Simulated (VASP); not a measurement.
# In3Sb (Pm-3m) in VASP: notebook, part 2 of 3

VASP 6.6.1. The steps go on from the part before.

### Step 3. Single point, PBEsol+D3(BJ) (volume scaled by 0.88)

INCAR reads:

```
SYSTEM = In3Sb
ALGO = Fast
EDIFF = 1E-6
ENCUT = 520
GGA = PS
ISIF = 2
ISMEAR = 0
IVDW = 12
LASPH = .TRUE.
LCHARG = .FALSE.
LREAL = .FALSE.
LWAVE = .FALSE.
NBANDS = 30
NELM = 80
PREC = Accurate
SIGMA = 0.1
```

KPOINTS reads:

```
k-points
0
G
  10 10 10
  0 0 0
```

POSCAR reads:

```
In3Sb
1.0
    4.4466658028      0.0000000000      0.0000000000
    0.0000000000      4.4466658028      0.0000000000
    0.0000000000      0.0000000000      4.4466658028
In Sb
3 1
Direct
    0.5000000000      0.5000000000      0.0000000000
    0.5000000000      0.0000000000      0.5000000000
    0.0000000000      0.5000000000      0.5000000000
    0.0000000000      0.0000000000      0.0000000000
```

Potentials or basis: VASP PAW PBE potentials, release 64 (In_d, Sb).

Started as:

```
$ cat potpaw_PBE.64/In_d/POTCAR potpaw_PBE.64/Sb/POTCAR > POTCAR
$ mpirun -np 1 vasp_std > vasp.out
```

OUTCAR:

```text
SYSTEM = In3Sb
   EDIFF = 1E-6
   ENCUT = 520
   GGA = PS
   ISIF = 2
   ISMEAR = 0
   IVDW = 12
   LASPH = .TRUE.
   LREAL = .FALSE.
   NELM = 80
   PREC = Accurate
 IVDW          = 12

 ion  position               nearest neighbor table
   1  0.500  0.500  0.000-   2 3.14   3 3.14   4 3.14   2 3.14   3 3.14   2 3.14   4 3.14   2 3.14
                             3 3.14   4 3.14   3 3.14   4 3.14
   2  0.500  0.000  0.500-   1 3.14   3 3.14   4 3.14   1 3.14   4 3.14   1 3.14   3 3.14   1 3.14
                             3 3.14   4 3.14   4 3.14   3 3.14
   3  0.000  0.500  0.500-   1 3.14   2 3.14   4 3.14   1 3.14   4 3.14   2 3.14   4 3.14   4 3.14
                             1 3.14   2 3.14   1 3.14   2 3.14
   4  0.000  0.000  0.000-   1 3.14   2 3.14   3 3.14   2 3.14   3 3.14   1 3.14   3 3.14   3 3.14
                             1 3.14   2 3.14   2 3.14   1 3.14

  LATTYP: Found a simple cubic cell.
 ALAT       =     4.4466658028

  Lattice vectors:

 A1 = (   4.4466658028,   0.0000000000,   0.0000000000)
 A2 = (   0.0000000000,   4.4466658028,   0.0000000000)
 A3 = (   0.0000000000,   0.0000000000,   4.4466658028)

Analysis of symmetry for initial positions (statically):
=====================================================================
 Subroutine PRICEL returns:
 Original cell was already a primitive cell.

 Routine SETGRP: Setting up the symmetry group for a
 simple cubic supercell.

 Subroutine GETGRP returns: Found 48 space group operations
 (whereof 48 operations were pure point group operations)
 out of a pool of 48 trial point group operations.

The static configuration has the point symmetry O_h .

Analysis of symmetry for dynamics (positions and initial velocities):
=====================================================================
 Subroutine PRICEL returns:
 Original cell was already a primitive cell.

 Routine SETGRP: Setting up the symmetry group for a
 simple cubic supercell.

 Subroutine GETGRP returns: Found 48 space group operations
 (whereof 48 operations were pure point group operations)
 out of a pool of 48 trial point group operations.

The dynamic configuration has the point symmetry O_h .

 Subroutine INISYM returns: Found 48 space group operations
 (whereof 48 operations are pure point group operations),
 and found     1 'primitive' translations

----------------------------------------------------------------------------------------

                                     Primitive cell

  volume of cell :      87.9232

  direct lattice vectors                    reciprocal lattice vectors
     4.446665803  0.000000000  0.000000000     0.224887600  0.000000000  0.000000000
     0.000000000  4.446665803  0.000000000     0.000000000  0.224887600  0.000000000
     0.000000000  0.000000000  4.446665803     0.000000000  0.000000000  0.224887600

  length of vectors
     4.446665803  4.446665803  4.446665803     0.224887600  0.224887600  0.224887600

  position of ions in fractional coordinates (direct lattice)
     0.500000000  0.500000000  0.000000000
     0.500000000  0.000000000  0.500000000
     0.000000000  0.500000000  0.500000000
     0.000000000  0.000000000  0.000000000

  ion indices of the primitive-cell ions
   primitive index   ion index
                 1           1
                 2           2
[... 30 lines left out ...]
            Coordinates               Weight
  0.000000  0.000000  0.000000      1.000000
  0.100000  0.000000  0.000000      6.000000
  0.200000  0.000000  0.000000      6.000000
  0.300000  0.000000  0.000000      6.000000
  0.400000  0.000000  0.000000      6.000000
  0.500000  0.000000  0.000000      3.000000
[... 16 lines left out ...]
  0.200000  0.100000  0.100000     24.000000
  0.300000  0.100000  0.100000     24.000000
 [... further k-points ...]
   k-points           NKPTS =     56   k-points in BZ     NKDIM =     56   number of bands    NBANDS=     30
   number of dos      NEDOS =    301   number of ions     NIONS =      4
   total plane-waves  NPLWV =  46656
   dimension x,y,z NGX =    36 NGY =   36 NGZ =   36
   dimension x,y,z NGXF=    72 NGYF=   72 NGZF=   72
   ions per type =               3   1
   NGX,Y,Z   is equivalent  to a cutoff of  13.46, 13.46, 13.46 a.u.
   NGXF,Y,Z  is equivalent  to a cutoff of  26.92, 26.92, 26.92 a.u.
 SYSTEM =  In3Sb
   PREC   = accura    normal or accurate (medium, high low for compatibility)
   ISTART =      0    job   : 0-new  1-cont  2-samecut
   ICHARG =      2    charge: 1-file 2-atom 10-const
   ISPIN  =      1    spin polarized calculation?
   LNONCOLLINEAR =      F non collinear calculations
   LSORBIT =      F    spin-orbit coupling
   LASPH  =      T    aspherical Exc in radial PAW
   ENCUT  =  520.0 eV  38.22 Ry    6.18 a.u.   8.27  8.27  8.27*2*pi/ulx,y,z
   NELM   =     80;   NELMIN=  2; NELMDL= -5     # of ELM steps
   EDIFF  = 0.1E-05   stopping-criterion for ELM
   LREAL  =      F    real-space projection
   EDIFFG = 0.1E-04   stopping-criterion for IOM
   NSW    =      0    number of steps for IOM
   IBRION =     -1    ionic relax: 0-MD 1-quasi-New 2-CG
   NFREE  =      0    steps in history (QN), initial steepest desc. (CG)
   ISIF   =      2    stress and relaxation
   ISYM   =      2    0-nonsym 1-usesym 2-fastsym
   POTIM  = 0.5000    time-step for ionic-motion
   TEBEG  =    0.0;   TEEND  =   0.0 temperature during run
   PSTRESS=    0.0 pullay stress
   NELECT =      44.0000    total number of electrons
   NUPDOWN=      -1.0000    fix difference up-down
   EMIN   =  10.00;   EMAX   =-10.00  energy-range for DOS
   EFERMI =   0.00;   METHOD = LEGACY
   ISMEAR =     0;   SIGMA  =   0.10  broadening in eV -4-tet -1-fermi 0-gaus
   EFERMI_NEDOS =   21; number of points for ismear=-14 and -15
   IALGO  =     68    algorithm
   IMIX   =      4    mixing-type and parameters
     AMIX     =   0.40;   BMIX     =  1.00
     AMIX_MAG =   1.60;   BMIX_MAG =  1.00
  volume/ion in A,a.u.               =      21.98       148.33
  Fermi-wavevector in a.u.,A,eV,Ry     =   1.299744  2.456160 22.984799  1.689335
  Thomas-Fermi vector in A             =   2.430988
   LORBIT       =      0    0 simple, 1 ext, 2 COOP (PROOUT), +10 PAW based schemes
   GGA     = PS    functional components
   LHFCALC =     F    Hartree Fock is set to
   AEXX    =    0.0000 exact exchange contribution
   IVDW    =    12    specifies the selected vdW correction
   LEPSILON=     F    determine dielectric tensor
   LRPA    =     F    only Hartree local field effects (RPA)
 non-spin polarized calculation
 RMM-DIIS sequential band-by-band and
 Gauss-broadening in eV      SIGMA  =   0.10
  energy-cutoff  :      520.00
  volume of cell :       87.92
 maximum number of plane-waves:      2393
 NGX is ok and might be reduce to    36
   NGX = 17   NGY = 17   NGZ = 17

 number of electron      44.0000004 magnetization

 Free energy of the ion-electron system (eV)
  ---------------------------------------------------
  ext. energy  EPLUGINS =         0.00000000
  ---------------------------------------------------
  free energy    TOTEN  =       -12.82475143 eV

  energy without entropy =      -12.81260185  energy(sigma->0) =      -12.81867664

 E-fermi :   9.9855     XC(G=0): -11.2543

 val. band max:        9.9461851906   @ k =   0.4000   0.3000   0.1000
 cond. band min:       9.9860474685   @ k =   0.2000   0.1000   0.1000
 fundamental gap:      0.0398622779
 Fermi energy:         9.9855092578

 k-point     1 :       0.0000    0.0000    0.0000
  band No.  band energies     occupation
      1      -5.1427      2.00000
      2      -5.0903      2.00000
      3      -5.0903      2.00000
      4      -5.0903      2.00000
      5      -4.8873      2.00000
      6      -4.8873      2.00000
[... 781 lines left out ...]
     29      15.9252      0.00000
     30      17.7187      0.00000

 [... further k-points ...]

------------------------ aborting loop because EDIFF is reached ----------------------------------------

 Edisp (eV)   -1.89988

 E8    (eV) :    -1.3565

  FORCE on cell =-STRESS in cart. coord.  units (eV):
  Direction    XX          YY          ZZ          XY          YZ          ZX
  --------------------------------------------------------------------------------------
  -------------------------------------------------------------------------------------
  Total       5.22159     5.22159     5.22159     0.00000     0.00000    -0.00000
  in kB      95.15023    95.15023    95.15023     0.00000     0.00000    -0.00000
  external pressure =       95.15 kB  Pullay stress =        0.00 kB

 VOLUME and BASIS-vectors are now :
 -----------------------------------------------------------------------------
  energy-cutoff  :      520.00
  volume of cell :       87.92
      direct lattice vectors                 reciprocal lattice vectors
     4.446665803  0.000000000  0.000000000     0.224887600  0.000000000  0.000000000
     0.000000000  4.446665803  0.000000000     0.000000000  0.224887600  0.000000000
     0.000000000  0.000000000  4.446665803     0.000000000  0.000000000  0.224887600

 POSITION                                       TOTAL-FORCE (eV/Angst)
 -----------------------------------------------------------------------------------
      2.22333      2.22333      0.00000         0.000000      0.000000      0.000000
      2.22333      0.00000      2.22333         0.000000      0.000000      0.000000
      0.00000      2.22333      2.22333         0.000000      0.000000      0.000000
      0.00000      0.00000      0.00000         0.000000      0.000000      0.000000
 -----------------------------------------------------------------------------------
    total drift:                                0.000000      0.000000      0.000000

  FREE ENERGIE OF THE ION-ELECTRON SYSTEM (eV)
  ---------------------------------------------------
  free  energy   TOTEN  =       -14.7246315055 eV

  energy  without entropy=      -14.7124819207  energy(sigma->0) =      -14.71855671
```

OSZICAR:

```text
N       E                     dE             d eps       ncg     rms          rms(c)
DAV:   1     0.401868842677E+03    0.40187E+03   -0.20457E+04  3366   0.195E+03
DAV:   2     0.256491345239E+02   -0.37622E+03   -0.36858E+03  3390   0.453E+02
DAV:   3    -0.115041676807E+02   -0.37153E+02   -0.36436E+02  4016   0.163E+02
DAV:   4    -0.129404441249E+02   -0.14363E+01   -0.14328E+01  3940   0.340E+01
DAV:   5    -0.130133363026E+02   -0.72892E-01   -0.72886E-01  5072   0.628E+00    0.642E+00
RMM:   6    -0.128602075561E+02    0.15313E+00   -0.25959E-01  3836   0.566E+00    0.350E+00
RMM:   7    -0.128263422972E+02    0.33865E-01   -0.10552E-01  3813   0.277E+00    0.628E-01
RMM:   8    -0.128242402242E+02    0.21021E-02   -0.16157E-02  4642   0.148E+00    0.206E-01
RMM:   9    -0.128246582333E+02   -0.41801E-03   -0.51021E-03  4894   0.465E-01    0.215E-01
RMM:  10    -0.128252848246E+02   -0.62659E-03   -0.50974E-03  3915   0.901E-01    0.392E-01
RMM:  11    -0.128246705237E+02    0.61430E-03   -0.25514E-03  4127   0.612E-01    0.326E-02
RMM:  12    -0.128247403248E+02   -0.69801E-04   -0.71413E-04  5430   0.154E-01    0.673E-02
RMM:  13    -0.128247522824E+02   -0.11958E-04   -0.12223E-04  5617   0.635E-02    0.871E-02
RMM:  14    -0.128247542440E+02   -0.19616E-05   -0.19620E-05  4623   0.242E-02    0.110E-01
RMM:  15    -0.128247505954E+02    0.36486E-05   -0.48225E-06  2932   0.231E-02    0.159E-02
RMM:  16    -0.128247514300E+02   -0.83458E-06   -0.26918E-06  3077   0.142E-02
   1 F= -.14724632E+02 E0= -.14718557E+02  d E =-.121496E-01
```

It took 2.2 min on 1 thread of Intel Xeon Platinum 8488C (Sapphire Rapids), shared host; peak memory 0.3 GiB.

What came out:

```yaml
Free_energy: -14.7246 eV
Pressure: 9.5 GPa
Band_gap_on_the_k_mesh: zero (band 22 reaches 10.85 eV, above the bottom of band 23 at 5.67 eV)
Dispersion_energy_per_atom: -0.475 eV
```

Levels at points of the mesh, in eV from the Fermi level:
```
           k point  band 18  band 19  band 20  band 21  band 22  band 23  band 24  band 25  band 26  band 27
(0.00, 0.00, 0.00)    -3.96    -3.96    -3.96    -2.16    -2.16     2.55     2.55     2.55     4.14     4.14
(0.50, 0.00, 0.00)    -3.66    -2.18    -2.18    -1.19    -0.73    -0.73     0.01     0.60     5.30     5.30
(0.50, 0.50, 0.00)    -7.19    -6.84    -0.84    -0.19     0.74     0.74     1.36     1.36     1.79     1.91
(0.50, 0.50, 0.50)    -5.42    -5.42    -4.77    -4.77    -4.77    -4.32     6.65     6.65     6.65     9.33
```

Caveat: the PAW data sets were made with another functional, which shifts forces and pressure a little; spin-orbit coupling is left out, which moves the levels of the heavy elements; pairwise dispersion overbinds metals, which lowers pressure and volume.

### Step 4. Single point, PBEsol+D3(BJ) (volume scaled by 0.91)

INCAR reads:

```
PREC     = Accurate       # precision mode
ENCUT    = 520            # plane-wave cutoff, eV
EDIFF    = 1E-6           # SCF threshold, eV
ISMEAR   = 0              # smearing method
SIGMA    = 0.1            # smearing width, eV
LREAL    = F              # projectors in reciprocal space
LASPH    = T              # aspherical terms in the spheres
NELM     = 60             # most SCF steps
ALGO     = Fast           # electronic algorithm
ISIF     = 2              # what is computed and relaxed
LWAVE    = F              # write WAVECAR
LCHARG   = F              # write CHGCAR
GGA      = PS             # functional
IVDW     = 12             # dispersion correction
NBANDS   = 30             # bands
```

KPOINTS reads:

```
Automatic mesh
0
Gamma
  10 10 10
```

POSCAR reads:

```
In3Sb
1.0
    4.4966325222      0.0000000000      0.0000000000
    0.0000000000      4.4966325222      0.0000000000
    0.0000000000      0.0000000000      4.4966325222
In Sb
3 1
Direct
    0.5000000000      0.5000000000      0.0000000000
    0.5000000000      0.0000000000      0.5000000000
    0.0000000000      0.5000000000      0.5000000000
    0.0000000000      0.0000000000      0.0000000000
```

Potentials or basis: VASP PAW PBE potentials, release 64 (In_d, Sb).

Started as:

```
$ cat potpaw_PBE.64/In_d/POTCAR potpaw_PBE.64/Sb/POTCAR > POTCAR
$ mpirun -np 1 vasp_std > vasp.out
```

OUTCAR:

```text
PREC = Accurate
   ENCUT = 520
   EDIFF = 1E-6
   ISMEAR = 0
   LREAL = F
   LASPH = T
   NELM = 60
   ISIF = 2
   GGA = PS
   IVDW = 12
 IVDW          = 12

 ion  position               nearest neighbor table
   1  0.500  0.500  0.000-   2 3.18   3 3.18   4 3.18   2 3.18   3 3.18   2 3.18   4 3.18   2 3.18
                             3 3.18   4 3.18   3 3.18   4 3.18
   2  0.500  0.000  0.500-   1 3.18   3 3.18   4 3.18   1 3.18   4 3.18   1 3.18   3 3.18   1 3.18
[... 1001 lines left out ...]

  FORCE on cell =-STRESS in cart. coord.  units (eV):
  Direction    XX          YY          ZZ          XY          YZ          ZX
  --------------------------------------------------------------------------------------
  -------------------------------------------------------------------------------------
  Total       3.63353     3.63353     3.63353     0.00000     0.00000    -0.00000
  in kB      64.02912    64.02912    64.02912     0.00000     0.00000    -0.00000
  external pressure =       64.03 kB  Pullay stress =        0.00 kB

 VOLUME and BASIS-vectors are now :
 -----------------------------------------------------------------------------
  energy-cutoff  :      520.00
  volume of cell :       90.92
      direct lattice vectors                 reciprocal lattice vectors
     4.496632522  0.000000000  0.000000000     0.222388642  0.000000000  0.000000000
     0.000000000  4.496632522  0.000000000     0.000000000  0.222388642  0.000000000
     0.000000000  0.000000000  4.496632522     0.000000000  0.000000000  0.222388642

 POSITION                                       TOTAL-FORCE (eV/Angst)
 -----------------------------------------------------------------------------------
      2.24832      2.24832      0.00000         0.000000      0.000000      0.000000
      2.24832      0.00000      2.24832         0.000000      0.000000      0.000000
      0.00000      2.24832      2.24832         0.000000      0.000000      0.000000
      0.00000      0.00000      0.00000         0.000000      0.000000      0.000000
 -----------------------------------------------------------------------------------
    total drift:                                0.000000      0.000000      0.000000

  FREE ENERGIE OF THE ION-ELECTRON SYSTEM (eV)
  ---------------------------------------------------
  free  energy   TOTEN  =       -14.8723396246 eV

  energy  without entropy=      -14.8592695841  energy(sigma->0) =      -14.86580460
```

OSZICAR:

```text
N       E                     dE             d eps       ncg     rms          rms(c)
DAV:   1     0.402321366974E+03    0.40232E+03   -0.20479E+04  3366   0.193E+03
DAV:   2     0.250388027200E+02   -0.37728E+03   -0.36955E+03  3390   0.451E+02
DAV:   3    -0.117317439582E+02   -0.36771E+02   -0.36062E+02  4044   0.161E+02
DAV:   4    -0.131401523041E+02   -0.14084E+01   -0.14058E+01  3974   0.339E+01
DAV:   5    -0.132119702787E+02   -0.71818E-01   -0.71806E-01  5112   0.624E+00    0.594E+00
RMM:   6    -0.130686327097E+02    0.14334E+00   -0.24890E-01  3822   0.550E+00    0.323E+00
RMM:   7    -0.130382284202E+02    0.30404E-01   -0.97222E-02  3809   0.264E+00    0.618E-01
RMM:   8    -0.130362567595E+02    0.19717E-02   -0.14618E-02  4646   0.142E+00    0.183E-01
RMM:   9    -0.130366415123E+02   -0.38475E-03   -0.46348E-03  4861   0.451E-01    0.196E-01
RMM:  10    -0.130372389732E+02   -0.59746E-03   -0.47765E-03  3915   0.870E-01    0.373E-01
RMM:  11    -0.130366602295E+02    0.57874E-03   -0.23921E-03  4117   0.588E-01    0.277E-02
RMM:  12    -0.130367243985E+02   -0.64169E-04   -0.66961E-04  5416   0.150E-01    0.622E-02
RMM:  13    -0.130367358704E+02   -0.11472E-04   -0.11673E-04  5600   0.612E-02    0.824E-02
RMM:  14    -0.130367375490E+02   -0.16785E-05   -0.17882E-05  4491   0.233E-02    0.105E-01
RMM:  15    -0.130367342629E+02    0.32861E-05   -0.38552E-06  2762   0.188E-02    0.139E-02
RMM:  16    -0.130367357761E+02   -0.15132E-05   -0.37405E-06  3194   0.147E-02    0.867E-02
RMM:  17    -0.130367366191E+02   -0.84296E-06   -0.14166E-06  2300   0.116E-02
   1 F= -.14872340E+02 E0= -.14865805E+02  d E =-.130700E-01
```

It took 2.3 min on 1 thread of Intel Xeon Platinum 8488C (Sapphire Rapids), shared host; peak memory 0.29 GiB.

Results:

| Item | Value |
| --- | --- |
| Free energy | -14.8723 eV |
| Pressure | 6.4 GPa |
| Band gap on the k mesh | zero (band 22 reaches 10.29 eV, above the bottom of band 23 at 5.37 eV) |
| Dispersion energy per atom | -0.459 eV |

Caveat: the PAW data sets were made with another functional, which shifts forces and pressure a little; spin-orbit coupling is left out, which moves the levels of the heavy elements; pairwise dispersion overbinds metals, which lowers pressure and volume.

(Part 2 of 3 ends here.)
